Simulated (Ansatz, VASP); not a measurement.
**One calculation of BiS, two programs**

The input POSCAR:

```
BiS
1.0
    4.0029443400      0.0000000000      0.0000000000
    0.0000000000      4.0029443400      0.0000000000
    0.0000000000      0.0000000000      4.0029443400
Bi S
1 1
Direct
    0.5000000000      0.5000000000      0.5000000000
    0.0000000000      0.0000000000      0.0000000000
```

INCAR.step1

```
PREC = Accurate
ENCUT = 520
EDIFF = 1E-5
ISMEAR = -1
SIGMA = 0.05
LREAL = False
LASPH = True
NELM = 100
ALGO = Normal
ISIF = 2
LWAVE = True
LCHARG = False
NBANDS = 18
GGA = PE
```

INCAR.step2

```
PREC = Accurate
ENCUT = 520
EDIFF = 1E-7
ISMEAR = -1
SIGMA = 0.05
LREAL = False
LASPH = True
NELM = 100
ALGO = Normal
ISIF = 2
LWAVE = False
LCHARG = False
GGA = PE
LHFCALC = True
AEXX = 0.25
HFSCREEN = 0.3
PRECFOCK = Normal
NBANDS = 18
ISTART = 1
```

The input KPOINTS:

```
Automatic mesh
0
Gamma
  4 4 4
```

File input:

```
crystal:
  lattice:
    - [4.00294434, 0.0, 0.0]
    - [0.0, 4.00294434, 0.0]
    - [0.0, 0.0, 4.00294434]
  atoms:
    - { symbol: Bi, position: [0.5, 0.5, 0.5] }
    - { symbol: S, position: [0.0, 0.0, 0.0] }
hamiltonian:
  xc: { exchange: pbe, correlation: pbe, exx: { coeff: 0.25, omega: 0.3 } }
  pseudopotentials: { kind: paw }
kpoints:
  mp_grid: { grid: [4, 4, 4] }
  band_path:
    path:
      - [[0.0, 0.0, 0.0], [0.0, 0.5, 0.0], [0.5, 0.5, 0.0], [0.0, 0.0, 0.0], [0.5, 0.5, 0.5], [0.0, 0.5, 0.0]]
      - [[0.5, 0.5, 0.0], [0.5, 0.5, 0.5]]
    npoints: 4
scf:
  occupations: { method: fermi_dirac, width: 0.05 }
  n_extra_bands: 6
output:
  forces: true
  stress: true
  eigenvalues: true
  fatbands: false
```

Alike in both runs: functional PBE-based screened hybrid; k mesh 4 × 4 × 4; occupations fermi-dirac, width 0.05 eV; no spin polarisation.

```csv
,VASP,Ansatz
version,VASP 6.6.1,Ansatz 0.2.0
potentials or method,"VASP PAW PBE potentials, release 64 (Bi_d, S)",Ansatz PAW
plane-wave cutoff (eV),520,420
valence electrons in the cell,21,21
task,single point,band structure
```

|  | VASP | Ansatz | Ansatz less VASP |
| --- | --- | --- | --- |
| gap on the k mesh at the Fermi level (eV) | none | none | - |
| pressure (GPa) | -13.0 | -12.9 | +0.06 |

VASP's potentials were made for PBE, not for PBE-based screened hybrid. A gap of «none» marks a metal or a gap that the smearing closes.

The k mesh is coarse, so the values compare programs but aren't converged. Spin-orbit coupling is off throughout.
